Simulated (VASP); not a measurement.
# CuO: relaxation of cell and atoms with PBE

The system is CuO.

```xyz
4
Lattice="2.3446 -1.7134 0.0000 2.3446 1.7134 0.0000 -0.8605 0.0000 5.0594" Properties=species:S:1:pos:R:3 pbc="T T T"
Cu    1.1723    0.8457    0.0000
Cu    0.7420   -0.8457    2.5297
O     2.0724   -0.2841    1.2836
O     1.6421    0.2841    3.8133
```

```json
{"Program": "VASP 6.6.1", "Task": "relaxation of cell and atoms", "Functional": "PBE", "Potentials or basis": "VASP PAW PBE potentials, release 64 (Cu, O)", "Cutoff": "600 eV", "k mesh": "10 × 10 × 5", "Occupations": "fermi-dirac, width 0.05 eV", "Spin": "no spin polarisation", "Dipole correction": "no", "Further INCAR settings": "ALGO = Normal; EDIFF = 1e-07; IBRION = 2; EDIFFG = -0.01; NSW = 60; ISIF = 3"}
```

```
Relaxed volume                        : 11.21 Å³/atom
Relaxed cell                          : a = 2.948 Å, b = 2.948 Å, c = 5.167 Å, α = 90.27°, β = 90.27°, γ = 86.67°
Space group after relaxing (to 0.1 Å) : Cccm (No. 66)
Energy gained by relaxing             : 58.6 meV/atom
Ionic steps                           : 30
Pressure after relaxing               : -0.1 GPa
Largest force after relaxing          : 0.010 eV/Å
Band gap on the k mesh                : zero (bands 17 and 18 overlap by 0.87 eV)
```

Forces on the atoms (eV/Å):
```
Cu   0.001  0.001  0.003
Cu   0.001 -0.001  0.003
O   -0.001  0.009 -0.003
O   -0.001 -0.009 -0.003
```

Stress tensor (GPa, compression positive):
```
-0.14  0.00 -0.03
 0.00 -0.01  0.00
-0.03  0.00 -0.13
```

The path:
```tsv
step	energy change (eV)	largest force (eV/Å)	pressure (GPa)	volume (Å³)
1	0.0000	0.7883	6.24	40.65
2	-0.0657	0.3279	-3.46	43.02
3	-0.0734	0.3048	-1.32	42.39
4	-0.0899	0.2222	0.48	42.15
5	-0.0939	0.2273	1.87	41.97
6	-0.1072	0.1978	1.42	42.29
7	-0.1371	0.1058	0.27	43.23
8	-0.1462	0.1507	-1.68	45.03
9	-0.1511	0.0774	-0.88	44.31
10	-0.1698	0.0491	-0.71	44.47
11	-0.2046	0.1503	-0.34	44.82
12	-0.1975	0.4565	-0.42	45.09
13	-0.2152	0.2554	-0.16	45.00
14	-0.2279	0.0939	-0.67	45.01
15	-0.2279	0.0858	-0.69	45.01
16	-0.2301	0.0515	0.62	44.57
17	-0.2301	0.0530	0.53	44.59
18	-0.2310	0.0480	-0.16	44.76
19	-0.2310	0.0420	-0.02	44.73
20	-0.2316	0.0344	-0.11	44.76
21	-0.2328	0.0302	-0.37	44.87
22	-0.2324	0.1051	-0.90	45.08
23	-0.2330	0.0587	-0.58	44.95
24	-0.2334	0.0549	-0.43	44.91
25	-0.2339	0.0443	0.08	44.78
26	-0.2339	0.0422	0.20	44.76
27	-0.2340	0.0320	0.15	44.77
28	-0.2342	0.0270	-0.04	44.82
29	-0.2342	0.0201	-0.05	44.82
30	-0.2343	0.0097	-0.10	44.82
```

Final structure:
```
Cu O
1.0
     2.13787   -2.02290    0.16384
     2.13787    2.02290    0.16384
    -0.42775    0.00000    5.14952
Cu O
2 2
Direct
  0.99427 0.49419 0.00182
  0.49419 0.99427 0.50182
  0.49646 0.49208 0.25188
  0.49208 0.49646 0.75188
```

Levels at points of the mesh, in eV from the Fermi level:
```tsv
k point	band 15	band 16	band 17	band 18	band 19	band 20
(0.00, 0.00, 0.00)	-2.25	-1.86	0.62	0.75	1.41	6.13
(0.50, 0.00, 0.00)	-1.54	-1.46	0.23	0.48	3.77	5.88
(0.50, 0.50, 0.00)	-1.58	-1.19	-1.15	1.13	2.25	7.25
```

Wall time 43 min on 1 thread of Intel(R) Xeon(R) Platinum 8259CL CPU @ 2.50GHz (Skylake/Cascade Lake) (shared host), peak memory 0.28 GiB.

Caveat: semilocal functionals often make such compounds metallic where correlation or magnetic order opens a gap, which also shifts bond lengths. PBE usually gives volumes a little too large and moduli too small.
